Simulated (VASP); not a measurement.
MgO:

```xyz
2
Lattice="0.0272 2.3092 2.3092 2.3092 0.0272 2.3092 2.3092 2.3092 0.0272" Properties=species:S:1:pos:R:3 pbc="T T T"
Mg    0.0046    0.0046    0.0046
O     1.1569    1.1569    1.1569
```

This cell differs from its parent crystal: strain along [111] +1.8%.

Base run:

| Quantity | Value |
| --- | --- |
| Program | VASP 6.6.1 |
| Functional | HSE06 |
| Potentials or basis | VASP PAW PBE potentials, release 64 (Mg, O) |
| Cutoff | 520 eV |
| k mesh | 6 × 6 × 6 |
| Occupations | gaussian, width 0.01 eV |
| Spin | no spin polarisation |

Its results: band gap on the k mesh 5.09 eV; pressure -2.3 GPa.

Q: The run is repeated on the same cell with these changes: functional from HSE06 to r2SCAN; k mesh from 6 × 6 × 6 to 10 × 10 × 10. What comes out?

A: Band gap on the k mesh 4.18 eV; pressure -2.7 GPa.

Several settings changed at once.

Caveats: the PAW data sets were made with another functional, which shifts forces and pressure a little.

